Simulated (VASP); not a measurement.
Runs of VASP 6.6.1 on PbO (Litharge). The structure is that of space group P4/nmm (No. 129), or close to it. The cells are those of the table. 

| level | cell | cutoff (eV) | gap on the mesh (eV) | pressure (GPa) | largest force (eV/Å) |
| --- | --- | --- | --- | --- | --- |
| PBE | a = 4.043, b = 4.043, c = 5.076 Å, 4 atoms | 520 | 1.47 | -0.1 | 0.46 |
| SVWN5 | a = 4.016, b = 4.016, c = 5.043 Å, 4 atoms | 600 | 1.42 | -5.0 | 0.81 |
| PBE | a = 3.936, b = 3.936, c = 4.942 Å, 4 atoms | 520 | 1.35 | 7.0 | 0.60 |
| PBE | a = 3.990, b = 3.990, c = 5.010 Å, 4 atoms | 520 | 1.42 | 3.0 | 0.03 |
| BLYP | a = 4.043, b = 4.043, c = 5.076 Å, 4 atoms | 600 | 1.56 | 3.4 | 0.18 |
| PBE | a = 3.963, b = 3.963, c = 4.976 Å, 4 atoms | 520 | 1.39 | 4.9 | 0.30 |
| PBEsol | a = 3.936, b = 3.936, c = 4.942 Å, 4 atoms | 520 | 1.30 | 2.8 | 0.27 |
| PBE | a = 4.068, b = 4.068, c = 5.108 Å, 4 atoms | 520 | (b) | -1.5 | 0.67 |
| PBE | a = 4.016, b = 4.016, c = 5.043 Å, 4 atoms | 520 | (a) | 1.4 | 0.22 |
| PBEsol | a = 3.990, b = 3.990, c = 5.010 Å, 4 atoms | 520 | 1.32 | -1.2 | 0.52 |

Alike in all rows: task single point; potentials or basis VASP PAW PBE potentials, release 64 (Pb_d, O); no spin polarisation; k mesh 7 × 7 × 6; smearing fermi-dirac 0.05 eV.

Q: Fill in the values left out.

A: (a) 1.45; (b) 1.49.

Caveats: spin-orbit coupling is left out, which moves the levels of the heavy elements; the PAW data sets were made with another functional, which shifts forces and pressure a little (some runs).

A k mesh can miss the band edges, and the runs leave out spin-orbit coupling on Pb.
